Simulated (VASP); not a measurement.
Here is a VASP 6.6.1 calculation.

INCAR

```
PREC = Accurate ; ENCUT = 400
EDIFF = 1E-6 ; ISMEAR = -1
SIGMA = 0.05 ; LREAL = Auto
LASPH = True ; NELM = 200
ALGO = Normal ; ISIF = 2
LWAVE = False ; LCHARG = False
ISPIN = 2 ; MAGMOM = 0 0 0 0 0 0 0 0 0 0 0 0 0 0 0 0 4
LORBIT = 11 ; LMAXMIX = 4
GGA = PS ; NELECT = 76.0
NBANDS = 56 ; GGA_COMPAT = False
ISYM = -1
```

The input KPOINTS:

```
explicit points
4
Reciprocal
  0.25000000   0.25000000   0.25000000 2
  0.25000000   0.25000000   0.75000000 2
  0.25000000   0.75000000   0.25000000 2
  0.25000000   0.75000000   0.75000000 2
```

The input POSCAR:

```
VSi16
1.0
    0.0000000000      5.4327900000      5.4327900000
    5.4327900000      0.0000000000      5.4327900000
    5.4327900000      5.4327900000      0.0000000000
Si V
16 1
Direct
    0.0017740000      0.9932690000      0.9946450000
    0.5010260000      0.4971380000      0.5045790000
    0.1230220000      0.1188350000      0.1337660000
    0.6335730000      0.6181820000      0.6255470000
    0.0018810000      0.9982530000      0.4925150000
    0.4957410000      0.5019510000      0.0057620000
    0.1199870000      0.1289550000      0.6286690000
    0.6202150000      0.6279540000      0.1221580000
    0.0046180000      0.4984590000      0.9949640000
    0.4843090000      0.0067580000      0.5041840000
    0.1307170000      0.6252260000      0.1234340000
    0.6162930000      0.1416450000      0.6249410000
    0.4926710000      0.0040630000      0.0016540000
    0.0005800000      0.5021570000      0.5041870000
    0.6210880000      0.1233150000      0.1299890000
    0.1298670000      0.6207770000      0.6315630000
    0.3089420000      0.3119450000      0.3164410000
```

Potentials or basis: VASP PAW PBE potentials, release 64 (Si, V_sv).

The run is started by

```console
$ cat potpaw_PBE.64/Si/POTCAR potpaw_PBE.64/V_sv/POTCAR > POTCAR
$ mpirun -np 1 vasp_std > vasp.out
```

Task: What does it give for the site moments?

Result: Si +0.01, +0.00, +0.03, -0.00, +0.02 (each value once); V +1.54 μB.

Task: Estimate the net moment.

Result: 2.41 μB per cell.

Forces on the atoms (eV/Å):
```
Si   1.209  0.436  0.231
Si   0.291 -0.896  1.002
Si  -0.567 -1.133  0.503
Si   0.644 -0.700 -0.243
Si   1.061  0.466 -0.794
Si  -1.223 -0.505  2.656
Si   0.204 -0.181 -2.883
Si   0.326  0.826  0.489
Si   0.609  0.351 -0.851
Si  -1.017  4.110 -0.465
Si   0.487 -2.667 -0.165
Si  -1.243  0.907 -0.801
Si  -0.296  0.055  0.087
Si   2.143 -0.387 -0.099
Si  -2.613  0.433  0.631
Si  -0.063 -0.489  0.476
V    0.047 -0.627  0.226
```

Caveat: the cell carries a net charge on a neutralising background, which shifts energy and pressure; the PAW data sets were made with another functional, which shifts forces and pressure a little.
